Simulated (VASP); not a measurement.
A run of VASP 6.6.1 is set up as follows.

INCAR

```
SYSTEM = PmO
PREC = Accurate
ENCUT = 600
EDIFF = 1E-6
ISMEAR = 0
SIGMA = 0.05
LREAL = .False.
LASPH = .True.
NELM = 200
ALGO = Normal
ISIF = 2
LWAVE = .False.
LCHARG = .False.
ISPIN = 2
MAGMOM = 4 0
LORBIT = 11
LMAXMIX = 6
LDAU = .True.
LDAUTYPE = 2
LDAUL = 3 -1
LDAUU = 8 0
LDAUJ = 0 0
LDAUPRINT = 1
GGA = PE
NBANDS = 22
GGA_COMPAT = .False.
```

File KPOINTS:

```
Automatic mesh
0
Gamma
  7 7 7
  0 0 0
```

POSCAR

```
PmO
1.0
    2.8401619400      0.0000000000      0.0000000000
    0.0000000000      2.8401619400      0.0000000000
    0.0000000000      0.0000000000      2.8401619400
Pm O
1 1
Direct
    0.0000000000      0.0000000000      0.0000000000
    0.5000000000      0.5000000000      0.5000000000
```

Potentials or basis: VASP PAW PBE potentials, release 64 (Pm, O).

Command:

```sh
$ cat potpaw_PBE.64/Pm/POTCAR potpaw_PBE.64/O/POTCAR > POTCAR
$ mpirun -np 1 vasp_std > vasp.out
```

Question: Estimate the net moment.

Answer: 4.85 μB per cell.

Question: What does it give for the pressure?

Answer: 53.8 GPa.

Question: What does it give for the site moments?

Answer: Pm +4.69; O -0.07 μB.

Eigenvalues of the final occupation matrices:
```tsv
site	spin	trace	eigenvalues
site 1 f	1	4.48	0.02 0.50 0.50 0.50 0.99 0.99 0.99
site 1 f	2	0.04	0.00 0.00 0.00 0.01 0.01 0.01 0.01
```

Caveat: the magnetic or orbital state may not be the lowest; the cell stands under pressure; spin-orbit coupling is left out, which moves the levels of the heavy elements. The state reached can hang on the start; a lower one may exist.
